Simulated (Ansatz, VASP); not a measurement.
## NaOs6 in VASP and in Ansatz

```xyz
7
Lattice="5.8868 0.0000 0.0000 0.0000 5.8868 0.0000 0.0000 0.0000 5.8868" Properties=species:S:1:pos:R:3 pbc="T T T"
Na    0.0000    0.0000    0.0000
Os    1.1628    2.9434    2.9434
Os    2.9434    1.1628    2.9434
Os    4.7240    2.9434    2.9434
Os    2.9434    4.7240    2.9434
Os    2.9434    2.9434    1.1628
Os    2.9434    2.9434    4.7240
```

Change from the starting cell: species swapped into the SiB6 type (Pm-3m, No. 221).

Alike in both runs: functional PBE; k mesh 4 × 4 × 4; occupations gaussian, width 0.1 eV; no spin polarisation.

Ansatz relaxed the structure, and its values are those at the end. VASP's run is a single point on that final structure, the one shown.

|  | VASP | Ansatz |
| --- | --- | --- |
| version | VASP 6.6.1 | Ansatz 0.2.0 |
| potentials or method | VASP PAW PBE potentials, release 64 (Na_sv, Os_sv_GW), cutoff 970 eV | scalar-relativistic, plane waves, PAW |
| valence electrons in the cell | 105 | 105 |

|  | VASP | Ansatz | Ansatz less VASP |
| --- | --- | --- | --- |
| gap on the k mesh at the Fermi level (eV) | none | none | - |
| pressure (GPa) | 0.0 | -0.1 | -0.11 |
| rms of the force components (eV/Å) | 0.004 | 0.000 | -0.0038 |

A gap of «none» marks a metal or a gap that the smearing closes.

Neither program's run includes spin-orbit coupling.
